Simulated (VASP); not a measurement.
Runs of VASP 6.6.1 on H. Symmetry: Cmcm, No. 63, orthorhombic system. Conventional cell: a = 3.297 Å, b = 5.463 Å, c = 6.314 Å, α = 90.00°, β = 90.00°, γ = 90.00°. H (site symmetry m) has 1 H at 0.74 Å within 1.0 Å. 

```tsv
k mesh	gap on the mesh (eV)	pressure (GPa)	largest force (eV/Å)
2 × 2 × 1	9.09	0.9	0.22
1 × 1 × 1	-	(a)	2.67
6 × 6 × 4	9.09	0.1	0.01
6 × 6 × 2, shifted	9.61	0.1	0.01
4 × 4 × 2, shifted	9.93	0.1	0.01
12 × 12 × 6	9.08	0.1	0.01
10 × 10 × 6	9.08	0.1	0.01
4 × 4 × 2	9.09	0.1	0.01
```

Alike in all rows: task single point; level r2SCAN; potentials or basis VASP PAW PBE potentials, release 64 (H); no spin polarisation; cell as given; cutoff (eV) 520; smearing gaussian 0.02 eV.

Q: Estimate the missing entries.

A: (a) -12.8.

Caveats: some runs use coarse meshes; the PAW data sets were made with another functional, which shifts forces and pressure a little; a shifted mesh leaves out Γ, where band edges can lie (at least some runs).

A k mesh can miss the band edges.
